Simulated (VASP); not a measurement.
Runs of VASP 6.6.1 on Ge. The structure is that of space group P6_3/mmc (No. 194), or close to it. The cells are those of the table. 

```csv
task,cell,k mesh,cutoff (eV),gap on the mesh (eV),pressure (GPa)
single point,"a = 3.049, b = 3.049, c = 4.715 Å, angles 90.0, 90.0, 120.0°, 2 atoms",13 × 13 × 7,520,none,8.1
single point,"a = 3.181, b = 3.181, c = 4.920 Å, angles 90.0, 90.0, 120.0°, 2 atoms",19 × 19 × 11,520,none,0.2
single point,"a = 3.138, b = 3.138, c = 4.854 Å, angles 90.0, 90.0, 120.0°, 2 atoms",13 × 13 × 7,520,none,(a)
single point,"a = 3.223, b = 3.223, c = 4.985 Å, angles 90.0, 90.0, 120.0°, 2 atoms",13 × 13 × 7,520,none,-1.7
relaxation of cell and atoms,"relaxed from a = 3.008, b = 3.008, c = 4.911 Å, angles 90.0, 90.0, 120.0°, 2 atoms",12 × 12 × 7,600,none,0.0
```

Alike in all rows: level BLYP; potentials or basis VASP PAW PBE potentials, release 64 (Ge_d); no spin polarisation; smearing fermi-dirac 0.1 eV.

Problem. Fill in the values left out.

Solution. (a) 2.1.

Caveats: the PAW data sets were made with another functional, which shifts forces and pressure a little.

A k mesh can miss the band edges, and the runs leave out spin-orbit coupling on Ge.

A gap of «none» marks levels without a gap at the run's occupations.
